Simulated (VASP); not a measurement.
# Ba3Ti4O12 (a cell with a defect) in VASP: electric field gradients with PBE

Aim: the electric field gradients of Ba3Ti4O12 (a cell with a defect) with PBE.

Everything below comes from runs of VASP 6.6.1. Logs are shortened: lines on timing, memory, paths and dates and some standing lists are left out, and cuts for length are marked.

## Step 1: The cell of the first run

The cell holds a defect, 19 atoms: a = 6.939 Å, b = 6.939 Å, c = 6.939 Å, α = 109.47°, β = 109.47°, γ = 109.47°.

## Step 2: Electric field gradients, PBE, collinear spin (atoms taken out)

Contents of INCAR:

```
PREC = Accurate
ENCUT = 520
EDIFF = 1E-8
ISMEAR = -1
SIGMA = 0.01
LREAL = Auto
LASPH = T
NELM = 150
ALGO = Normal
ISIF = 2
LWAVE = F
LCHARG = F
ISPIN = 2
MAGMOM = 0 0 0 0 0 0 0 0.5 0.5 0.5 0 0.5 0.5 0 0.5 0.5 0 0.5 0.5
LORBIT = 11
LMAXMIX = 4
GGA = PE
LEFG = T
NELECT = 151.0
NBANDS = 94
```

Contents of KPOINTS:

```
Automatic mesh
0
Gamma
  3 3 3
```

Contents of POSCAR:

```
Ba3Ti4O12
1.0
   -4.0060000000      4.0060000000      4.0060000000
    4.0060000000     -4.0060000000      4.0060000000
    4.0060000000      4.0060000000     -4.0060000000
Ba Ti O
3 4 12
Direct
    0.0000000000      0.0000000000      0.5000000000
    0.0000000000      0.5000000000      0.0000000000
    0.5000000000      0.0000000000      0.0000000000
    0.0000000000      0.0000000000      0.0000000000
    0.5000000000      0.5000000000      0.0000000000
    0.5000000000      0.0000000000      0.5000000000
    0.0000000000      0.5000000000      0.5000000000
    0.0000000000      0.2500000000      0.2500000000
    0.5000000000      0.7500000000      0.2500000000
    0.5000000000      0.2500000000      0.7500000000
    0.0000000000      0.7500000000      0.7500000000
    0.2500000000      0.0000000000      0.2500000000
    0.7500000000      0.5000000000      0.2500000000
    0.7500000000      0.0000000000      0.7500000000
    0.2500000000      0.5000000000      0.7500000000
    0.2500000000      0.2500000000      0.0000000000
    0.7500000000      0.7500000000      0.0000000000
    0.7500000000      0.2500000000      0.5000000000
    0.2500000000      0.7500000000      0.5000000000
```

Potentials or basis: VASP PAW PBE potentials, release 64 (Ba_sv, Ti_sv, O).

The run is started by

```sh
> cat potpaw_PBE.64/Ba_sv/POTCAR potpaw_PBE.64/Ti_sv/POTCAR potpaw_PBE.64/O/POTCAR > POTCAR
> mpirun -np 1 vasp_std > vasp.out
```

OUTCAR:

```text
PREC = Accurate
   ENCUT = 520
   EDIFF = 1E-8
   ISMEAR = -1
   LREAL = Auto
   LASPH = T
   NELM = 150
   ISIF = 2
   ISPIN = 2
   LORBIT = 11
   GGA = PE
   NELECT = 151.0

 ion  position               nearest neighbor table
   1  0.000  0.000  0.500-   8 2.83  10 2.83  11 2.83  12 2.83  14 2.83  15 2.83  16 2.83  18 2.83
                            19 2.83  17 2.83  13 2.83   9 2.83   4 3.47   4 3.47   5 3.47   7 3.47
   2  0.000  0.500  0.000-   8 2.83   9 2.83  11 2.83  12 2.83  13 2.83  15 2.83  16 2.83  17 2.83
                            19 2.83  18 2.83  14 2.83  10 2.83   4 3.47   7 3.47   5 3.47   4 3.47
   3  0.500  0.000  0.000-   8 2.83   9 2.83  10 2.83  12 2.83  13 2.83  14 2.83  16 2.83  17 2.83
                            18 2.83  19 2.83  15 2.83  11 2.83   4 3.47   6 3.47   5 3.47   5 3.47
   4  0.000  0.000  0.000-   8 2.00  11 2.00  12 2.00  14 2.00  16 2.00  17 2.00   1 3.47   2 3.47
                             3 3.47   1 3.47   2 3.47   3 3.47
   5  0.500  0.500  0.000-   9 2.00  10 2.00  13 2.00  15 2.00  16 2.00  17 2.00   1 3.47   2 3.47
                             3 3.47   3 3.47   2 3.47   1 3.47
   6  0.500  0.000  0.500-   9 2.00  10 2.00  12 2.00  14 2.00  18 2.00  19 2.00   1 3.47   2 3.47
                             3 3.47   3 3.47   1 3.47   2 3.47
   7  0.000  0.500  0.500-   8 2.00  11 2.00  13 2.00  15 2.00  18 2.00  19 2.00   1 3.47   2 3.47
                             3 3.47   2 3.47   1 3.47   3 3.47
   8  0.000  0.250  0.250-   4 2.00   7 2.00   1 2.83   2 2.83   3 2.83
   9  0.500  0.750  0.250-   5 2.00   6 2.00   1 2.83   3 2.83   2 2.83
  10  0.500  0.250  0.750-   5 2.00   6 2.00   2 2.83   3 2.83   1 2.83
  11  0.000  0.750  0.750-   4 2.00   7 2.00   3 2.83   1 2.83   2 2.83
  12  0.250  0.000  0.250-   4 2.00   6 2.00   1 2.83   3 2.83   2 2.83
  13  0.750  0.500  0.250-   5 2.00   7 2.00   1 2.83   2 2.83   3 2.83
  14  0.750  0.000  0.750-   4 2.00   6 2.00   3 2.83   1 2.83   2 2.83
  15  0.250  0.500  0.750-   5 2.00   7 2.00   2 2.83   3 2.83   1 2.83
  16  0.250  0.250  0.000-   4 2.00   5 2.00   2 2.83   3 2.83   1 2.83
  17  0.750  0.750  0.000-   4 2.00   5 2.00   3 2.83   1 2.83   2 2.83
  18  0.750  0.250  0.500-   6 2.00   7 2.00   1 2.83   2 2.83   3 2.83
  19  0.250  0.750  0.500-   6 2.00   7 2.00   1 2.83   3 2.83   2 2.83

  LATTYP: Found a body centered cubic cell.
 ALAT       =     8.0120000000

  Lattice vectors:

 A1 = (  -4.0060000000,   4.0060000000,   4.0060000000)
 A2 = (   4.0060000000,  -4.0060000000,   4.0060000000)
 A3 = (   4.0060000000,   4.0060000000,  -4.0060000000)

Analysis of symmetry for initial positions (statically):
=====================================================================
 Subroutine PRICEL returns:
 Original cell was already a primitive cell.

 Routine SETGRP: Setting up the symmetry group for a
 body centered cubic supercell.

 Subroutine GETGRP returns: Found 48 space group operations
 (whereof 12 operations were pure point group operations)
 out of a pool of 48 trial point group operations.

The static configuration has the point symmetry D_3d.
 The point group associated with its full space group is O_h .

Analysis of symmetry for dynamics (positions and initial velocities):
=====================================================================
 Subroutine PRICEL returns:
 Original cell was already a primitive cell.

 Routine SETGRP: Setting up the symmetry group for a
 body centered cubic supercell.

 Subroutine GETGRP returns: Found 48 space group operations
 (whereof 12 operations were pure point group operations)
 out of a pool of 48 trial point group operations.

The dynamic configuration has the point symmetry D_3d.
 The point group associated with its full space group is O_h .

Analysis of structural, dynamic, and magnetic symmetry:
=====================================================================
 Subroutine PRICEL returns:
 Original cell was already a primitive cell.

 Routine SETGRP: Setting up the symmetry group for a
 body centered cubic supercell.

 Subroutine GETGRP returns: Found  6 space group operations
 (whereof  6 operations were pure point group operations)
 out of a pool of 48 trial point group operations.

The overall configuration has the point symmetry C_3v.

 Subroutine INISYM returns: Found  6 space group operations
 (whereof  6 operations are pure point group operations),
[... 160 lines left out ...]

 val. band max:        2.7098839317   @ k =   0.3333   0.0000   0.0000
 cond. band min:       2.7485772015   @ k =   0.3333   0.0000   0.0000
 fundamental gap:      0.0386932698
 Fermi energy:         2.7332948739

 spin component 1

 k-point     1 :       0.0000    0.0000    0.0000
  band No.  band energies     occupation
      1     -53.8356      1.00000
      2     -53.8336      1.00000
      3     -53.8336      1.00000
      4     -53.8336      1.00000
      5     -30.1056      1.00000
      6     -30.1056      1.00000
[... 529 lines left out ...]
     86       6.7132      0.00000
     87       6.7654      0.00000
 Fermi energy:         2.7332948739

 spin component 2

 k-point     1 :       0.0000    0.0000    0.0000
  band No.  band energies     occupation
      1     -53.8474      1.00000
      2     -53.8455      1.00000
      3     -53.8455      1.00000
      4     -53.8455      1.00000
      5     -30.1169      1.00000
      6     -30.1169      1.00000
[... 529 lines left out ...]
     86       6.7094      0.00000
     87       6.7704      0.00000
 [bands above 87 left out]

------------------------ aborting loop because EDIFF is reached ----------------------------------------

  FORCE on cell =-STRESS in cart. coord.  units (eV):
  Direction    XX          YY          ZZ          XY          YZ          ZX
  --------------------------------------------------------------------------------------
  -------------------------------------------------------------------------------------
  Total        6.2879297      6.2879297      6.2879297     -0.0000550     -0.0000550     -0.0000550
  in kB       39.1764820     39.1764820     39.1764820     -0.0003428     -0.0003428     -0.0003428
  external PRESSURE =      39.1764820 kB  Pullay stress =       0.0000000 kB

 VOLUME and BASIS-vectors are now :
 -----------------------------------------------------------------------------
  energy-cutoff  :      520.00
  volume of cell :      257.15
      direct lattice vectors                 reciprocal lattice vectors
    -4.006000000  4.006000000  4.006000000     0.000000000  0.124812781  0.124812781
     4.006000000 -4.006000000  4.006000000     0.124812781  0.000000000  0.124812781
     4.006000000  4.006000000 -4.006000000     0.124812781  0.124812781  0.000000000

 POSITION                                       TOTAL-FORCE (eV/Angst)
 -----------------------------------------------------------------------------------
      2.00300      2.00300     -2.00300         0.000000      0.000000     -0.000001
      2.00300     -2.00300      2.00300         0.000000     -0.000001      0.000000
     -2.00300      2.00300      2.00300        -0.000001      0.000000      0.000000
      0.00000      0.00000      0.00000         0.000000      0.000000      0.000000
      0.00000      0.00000      4.00600        -0.000001     -0.000001      0.000001
      0.00000      4.00600      0.00000        -0.000001      0.000001     -0.000001
[... 11 lines left out ...]
      0.00000      4.00600      2.00300        -0.310307      0.310305      0.000000
      4.00600      0.00000      2.00300         0.310305     -0.310307      0.000000
 -----------------------------------------------------------------------------------
    total drift:                                0.000002      0.000002      0.000002

  FREE ENERGIE OF THE ION-ELECTRON SYSTEM (eV)
  ---------------------------------------------------
  free  energy   TOTEN  =      -146.7699021069 eV

  energy  without entropy=     -146.7662959531  energy(sigma->0) =     -146.76809903

 Electric field gradients (V/A^2)
---------------------------------------------------------------------
 ion       V_xx      V_yy      V_zz      V_xy      V_xz      V_yz
---------------------------------------------------------------------
   1      12.002    12.002   -24.005    -0.000    -0.000    -0.000
   2      12.002   -24.005    12.002    -0.000    -0.000    -0.000
   3     -24.005    12.002    12.002    -0.000    -0.000    -0.000
   4       0.000    -0.000     0.000    -0.268    -0.268    -0.268
   5       0.000     0.000    -0.000    -0.268     0.266     0.266
   6       0.000    -0.000     0.000     0.266    -0.268     0.266
[... 11 lines left out ...]
  18      -7.573    -7.573    15.146    -1.162     0.002     0.002
  19      -7.573    -7.573    15.146    -1.162     0.002     0.002
---------------------------------------------------------------------

 Electric field gradients after diagonalization (V/A^2)
 (convention: |V_zz| > |V_xx| > |V_yy|)
----------------------------------------------------------------------
 ion       V_xx      V_yy      V_zz     asymmetry (V_yy - V_xx)/ V_zz
----------------------------------------------------------------------
   1      12.003    12.002   -24.005       0.000
   2      12.003    12.002   -24.005       0.000
   3      12.003    12.002   -24.005       0.000
   4       0.268     0.268    -0.537       0.000
   5       0.268     0.266    -0.534       0.005
   6       0.268     0.266    -0.534       0.005
[... 11 lines left out ...]
  18      -8.735    -6.411    15.146       0.153
  19      -8.735    -6.411    15.146       0.153
----------------------------------------------------------------------

           NMR quadrupolar parameters

 Cq : quadrupolar parameter    Cq=e*Q*V_zz/h
 eta: asymmetry parameters     (V_yy - V_xx)/ V_zz
 Q  : nuclear electric quadrupole moment in mb (millibarn)
----------------------------------------------------------------------
 ion       Cq(MHz)       eta       Q (mb)
----------------------------------------------------------------------
   1      -0.058       0.000       1.000
   2      -0.058       0.000       1.000
   3      -0.058       0.000       1.000
   4      -0.001       0.000       1.000
   5      -0.001       0.005       1.000
   6      -0.001       0.005       1.000
[... 11 lines left out ...]
  18       0.037       0.153       1.000
  19       0.037       0.153       1.000
----------------------------------------------------------------------

 total charge

# of ion       s       p       d       tot
------------------------------------------
    1        2.009   5.658   0.343   8.010
    2        2.009   5.658   0.343   8.010
    3        2.009   5.658   0.343   8.010
    4        2.209   6.266   1.703  10.178
    5        2.209   6.266   1.703  10.178
    6        2.209   6.266   1.703  10.178
[... 11 lines left out ...]
   18        1.568   3.444   0.000   5.012
   19        1.568   3.444   0.000   5.012
--------------------------------------------------
tot         33.682  83.363   7.841 124.886

 magnetization (x)

# of ion       s       p       d       tot
------------------------------------------
    1       -0.000   0.000  -0.001  -0.001
    2       -0.000   0.000  -0.001  -0.001
    3       -0.000   0.000  -0.001  -0.001
    4       -0.000  -0.001  -0.012  -0.013
    5       -0.000  -0.001  -0.012  -0.013
    6       -0.000  -0.001  -0.012  -0.013
[... 11 lines left out ...]
   18        0.000   0.032   0.000   0.032
   19        0.000   0.032   0.000   0.032
--------------------------------------------------
tot          0.004   0.381  -0.049   0.336
```

Run time: 18 min. Hardware: 1 thread of Oxide Virtual Turin-like, shared host; peak memory 0.58 GiB.

What came out:

```yaml
Free_energy: -146.7699 eV
Largest_force: 0.439 eV/Å
Net_moment: 0.41 μB per cell
Site_moments: Ba -0.00; Ti -0.01; O +0.03 μB
Largest_electric_field_gradient_by_atom: Ba -24.0; Ti -0.5; O +15.1 V/Å²
Valence_electrons_inside_the_program's_atomic_spheres: Ba 8.01; Ti 10.18; O 5.01
```

Forces on the atoms (eV/Å):
```
Ba   0.000  0.000  0.000
Ba   0.000  0.000  0.000
Ba   0.000  0.000  0.000
Ti   0.000  0.000  0.000
Ti   0.000  0.000  0.000
Ti   0.000  0.000  0.000
Ti   0.000  0.000  0.000
O    0.000 -0.310 -0.310
O    0.000 -0.310  0.310
O    0.000  0.310 -0.310
O    0.000  0.310  0.310
O   -0.310  0.000 -0.310
O   -0.310  0.000  0.310
O    0.310  0.000  0.310
O    0.310  0.000 -0.310
O   -0.310 -0.310  0.000
O    0.310  0.310  0.000
O   -0.310  0.310  0.000
O    0.310 -0.310  0.000
```

Levels at points of the mesh, in eV from the Fermi level:
Spin up:
| k point | band 73 | band 74 | band 75 | band 76 | band 77 | band 78 | band 79 | band 80 |
| --- | --- | --- | --- | --- | --- | --- | --- | --- |
| (0.00, 0.00, 0.00) | -0.13 | -0.08 | 0.11 | 0.11 | 1.92 | 1.92 | 1.92 | 3.53 |
Spin down:
```csv
k point,band 72,band 73,band 74,band 75,band 76,band 77,band 78,band 79
"(0.00, 0.00, 0.00)",-0.08,-0.08,-0.03,0.20,0.20,1.91,1.91,1.91
```

Electric field gradients, principal values (V/Å²):
```csv
atom,least,middle,greatest (by size)
1 Ba,12.002,12.003,-24.005
2 Ba,12.002,12.003,-24.005
3 Ba,12.002,12.003,-24.005
4 Ti,0.268,0.268,-0.537
5 Ti,0.266,0.268,-0.534
6 Ti,0.266,0.268,-0.534
7 Ti,0.266,0.268,-0.534
8 O,-6.406,-8.740,15.146
9 O,-6.411,-8.735,15.146
10 O,-6.411,-8.735,15.146
11 O,-6.406,-8.740,15.146
12 O,-6.406,-8.740,15.146
13 O,-6.411,-8.735,15.146
14 O,-6.406,-8.740,15.146
15 O,-6.411,-8.735,15.146
16 O,-6.406,-8.740,15.146
17 O,-6.406,-8.740,15.146
18 O,-6.411,-8.735,15.146
19 O,-6.411,-8.735,15.146
```

Caveat: the k points lie up to 0.37 Å⁻¹ apart; the cell carries a net charge on a neutralising background, which shifts energy and pressure; the cell differs from its parent crystal (atoms taken out); the cell is charged against a uniform background, so pressure and absolute levels hang on convention; without QUAD_EFG the Cq values of the log hold for a quadrupole moment of 1 mb, not for the nuclei; spin-orbit coupling is left out, which moves the levels of the heavy elements; semilocal functionals often make such compounds metallic where correlation or magnetic order opens a gap, which also shifts bond lengths.
